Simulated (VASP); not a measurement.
Input of a VASP 6.6.1 run:

Contents of INCAR:

```
SYSTEM = SnO
PREC = Accurate ; ENCUT = 520
EDIFF = 1E-6 ; ISMEAR = -1
SIGMA = 0.05 ; LREAL = .False.
LASPH = .True. ; NELM = 80
ALGO = Normal ; ISIF = 2
LWAVE = .False. ; LCHARG = .False.
GGA = PE ; NBANDS = 17
```

The input KPOINTS:

```
Automatic mesh
0
Gamma
  9 9 9
  0 0 0
```

The input POSCAR:

```
SnO
1.0
    3.1731443316      0.0000000000      0.0000000000
    0.0000000000      3.1731443316      0.0000000000
    0.0000000000      0.0000000000      3.1731443316
Sn O
1 1
Direct
    0.0000000000      0.0000000000      0.0000000000
    0.5000000000      0.5000000000      0.5000000000
```

Potentials or basis: VASP PAW PBE potentials, release 64 (Sn_d, O).

Command:

```bash
$ cat potpaw_PBE.64/Sn_d/POTCAR potpaw_PBE.64/O/POTCAR > POTCAR
$ mpirun -np 1 vasp_std > vasp.out
```

(1) Estimate the band gap on the k mesh.

(2) Estimate the pressure.

Results:

(1) 0.56 eV, indirect (least direct gap 0.86 eV).

(2) -3.7 GPa.

Caveat: spin-orbit coupling is left out, which moves the levels of the heavy elements.
